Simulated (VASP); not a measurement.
BN: vibrations by perturbation theory with PBE

The system is BN.

```
CELL_PARAMETERS angstrom
0.00000 1.78833 1.78833
1.78833 0.00000 1.78833
1.78833 1.78833 0.00000
ATOMIC_POSITIONS crystal
B 0.00000 0.00000 0.00000
N 0.75000 0.75000 0.75000
```

| Item | Value |
| --- | --- |
| Program | VASP 6.6.1 |
| Task | vibrations by perturbation theory |
| Functional | PBE |
| Potentials or basis | VASP PAW PBE potentials, release 64 (B, N) |
| Cutoff | 520 eV |
| k mesh | 12 × 12 × 12 |
| Occupations | gaussian, width 0.01 eV |
| Spin | no spin polarisation |
| Dipole correction | no |
| Further INCAR settings | ALGO = Normal; EDIFF = 1e-08; IBRION = 8; NSW = 1 |

- Electronic dielectric tensor (diagonal): 4.58
- Born charges (mean of the diagonal): B +1.89; N -1.89 e
- Highest phonon frequency at Γ, LO-TO splitting left out: 1080 cm⁻¹

Phonon frequencies in cm⁻¹ (negative: imaginary):
```
              q point           frequencies
(0.000, 0.000, 0.000)  0 0 0 1080 1080 1080
```

Electronic dielectric tensor:
```
4.58 0.00 0.00
0.00 4.58 0.00
0.00 0.00 4.58
```

Born effective charge tensors (e):
atom 1, B
```
1.89 0.00 0.00
0.00 1.89 0.00
0.00 0.00 1.89
```
atom 2, N
```
-1.89  0.00  0.00
 0.00 -1.89  0.00
 0.00  0.00 -1.89
```

Run time: 4.8 min on 1 thread of AMD EPYC 7R13 (shared host), peak memory 0.15 GiB.

Caveat: the cell wasn't relaxed at this level first, which shifts response properties.
